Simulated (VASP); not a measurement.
Here is a VASP 6.6.1 calculation.

INCAR

```
SYSTEM = TiO2
ALGO = Normal
EDIFF = 1E-7
ENCUT = 520
GGA = VW
ISIF = 2
ISMEAR = -1
LASPH = .TRUE.
LCHARG = .FALSE.
LREAL = .FALSE.
LWAVE = .FALSE.
NBANDS = 60
NELM = 80
PREC = Accurate
SIGMA = 0.05
```

The input KPOINTS:

```
k-points
0
G
  8 8 4
  0 0 0
```

The input POSCAR:

```
TiO2
1.0
    6.0704105496     -1.8580131025      0.0000000000
    6.0704105496      1.8580131025      0.0000000000
   -1.9022644521      0.0000000000      6.2434298064
Ti O
4 8
Direct
    0.9000710000      0.9000710000      0.2896020000
    0.1952860000      0.1952860000      0.2837620000
    0.0999290000      0.0999290000      0.7103980000
    0.8047140000      0.8047140000      0.7162380000
    0.3619310000      0.3619310000      0.2933970000
    0.2634885000      0.2634885000      0.6525000000
    0.8671885000      0.8671885000      0.9952910000
    0.7365115000      0.7365115000      0.3475000000
    0.9416475000      0.9416475000      0.6300210000
    0.1328115000      0.1328115000      0.0047090000
    0.6380690000      0.6380690000      0.7066030000
    0.0583525000      0.0583525000      0.3699790000
```

Potentials or basis: VASP PAW PBE potentials, release 64 (Ti_sv, O).

Run with:

```console
$ cat potpaw_PBE.64/Ti_sv/POTCAR potpaw_PBE.64/O/POTCAR > POTCAR
$ mpirun -np 1 vasp_std > vasp.out
```

Task: Predict the largest force.

Result: 0.240 eV/Å.

Task: What does it give for the pressure?

Result: -3.2 GPa.

Stress tensor (GPa, compression positive):
```
-3.36  0.00  0.24
 0.00 -3.33  0.00
 0.24  0.00 -2.92
```

Caveat: the PAW data sets were made with another functional, which shifts forces and pressure a little.
